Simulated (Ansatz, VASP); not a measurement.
**Two plane-wave programs on CdP2C**

File POSCAR:

```
CdP2C
1.0
    3.3696615627      0.0000000000      0.0000000000
    0.0000000000      3.3696615627      0.0000000000
    0.0000000000      0.0000000000      6.0889609408
Cd P C
1 2 1
Direct
    0.0000000000      0.0000000000      0.0000000000
    0.0000000000      0.5000000000      0.3265445503
    0.5000000000      0.0000000000      0.6734554497
    0.5000000000      0.5000000000      0.5000000000
```

INCAR.step1

```
PREC = Accurate ; ENCUT = 520
ISMEAR = -1 ; SIGMA = 0.02
LREAL = False ; LASPH = True
NELM = 100 ; NBANDS = 21
GGA = PE ; ALGO = Normal
EDIFF = 1E-4 ; LWAVE = True
LCHARG = False
```

The input INCAR.step2:

```
PREC = Accurate ; ENCUT = 520
EDIFF = 1E-6 ; ISMEAR = -1
SIGMA = 0.02 ; LREAL = False
LASPH = True ; NELM = 100
ALGO = Normal ; ISIF = 2
LWAVE = False ; LCHARG = False
METAGGA = R2SCAN ; LMIXTAU = True
NBANDS = 21 ; ISTART = 1
```

File KPOINTS:

```
regular mesh
0
Gamma
  6 6 4
```

Input for Ansatz:

```yaml
crystal:
  lattice:
    - [3.3696615627, 0.0, 0.0]
    - [0.0, 3.3696615627, 0.0]
    - [0.0, 0.0, 6.0889609408]
  atoms:
    - { symbol: Cd, position: [0.0, 0.0, 0.0] }
    - { symbol: P, position: [0.0, 0.5, 0.3265445503] }
    - { symbol: C, position: [0.5, 0.5, 0.5] }
    - { symbol: P, position: [0.5, 0.0, 0.6734554497] }
kpoints:
  mp_grid: { grid: [6, 6, 4] }
hamiltonian:
  xc: r2scan
scf:
  occupations: { method: fermi_dirac, width: 0.02 }
  n_extra_bands: 5
output:
  forces: true
  stress: true
  eigenvalues: true
```

Alike in both runs: task single point; functional r2SCAN; k mesh 6 × 6 × 4; occupations fermi-dirac, width 0.02 eV; no spin polarisation.

|  | VASP | Ansatz |
| --- | --- | --- |
| version | VASP 6.6.1 | Ansatz 0.2.0 |
| potentials or method | VASP PAW PBE potentials, release 64 (Cd, P, C) | plane waves, PAW |
| plane-wave cutoff (eV) | 520 | 500 |
| valence electrons in the cell | 26 | 34 |

VASP gave:

```
pressure (GPa)                     : -4.9
rms of the force components (eV/Å) : 0.097
```

Question: Estimate Ansatz's values.

Answer: Pressure (GPa): -4.9; rms of the force components (eV/Å): 0.076.

VASP's potentials were made for PBE, not for r2SCAN. VASP's potentials hold 26 valence electrons a cell and Ansatz's 34, so a difference there can come from the potentials and not from the codes.
